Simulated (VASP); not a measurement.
A run of VASP 6.6.1:

The input INCAR:

```
PREC     = Accurate       # precision mode
ENCUT    = 520            # plane-wave cutoff, eV
EDIFF    = 1E-7           # SCF threshold, eV
ISMEAR   = 0              # smearing method
SIGMA    = 0.1            # smearing width, eV
LREAL    = F              # projectors in reciprocal space
LASPH    = T              # aspherical terms in the spheres
NELM     = 60             # most SCF steps
ALGO     = Fast           # electronic algorithm
ISIF     = 2              # what is computed and relaxed
LWAVE    = F              # write WAVECAR
LCHARG   = T              # write CHGCAR
GGA      = PE             # functional
LELF     = T              # ELF
LVHAR    = T            
NBANDS   = 19             # bands
```

The input KPOINTS:

```
Automatic mesh
0
Gamma
  26 26 26
```

POSCAR

```
Cr
1.0
   -2.2484542033      2.2484542033      1.2202173251
    2.2484542033     -2.2484542033      1.2202173251
    2.2484542033      2.2484542033     -1.2202173251
Cr
2
Direct
    0.0000000000      0.0000000000      0.0000000000
    0.7500000000      0.2500000000      0.5000000000
```

Potentials or basis: VASP PAW PBE potentials, release 64 (Cr_pv).

Run with:

```sh
$ cat potpaw_PBE.64/Cr_pv/POTCAR > POTCAR
$ mpirun -np 1 vasp_std > vasp.out
```

Hardware: 1 thread of Oxide Virtual Turin-like Processor, on a shared host.

Question: Estimate the wall time of this run.

Answer: It took 24 min on 1 thread of Oxide Virtual Turin-like Processor, with other jobs on the host, peak memory 0.54 GiB. Counts: scf iterations 17, k points 1330.
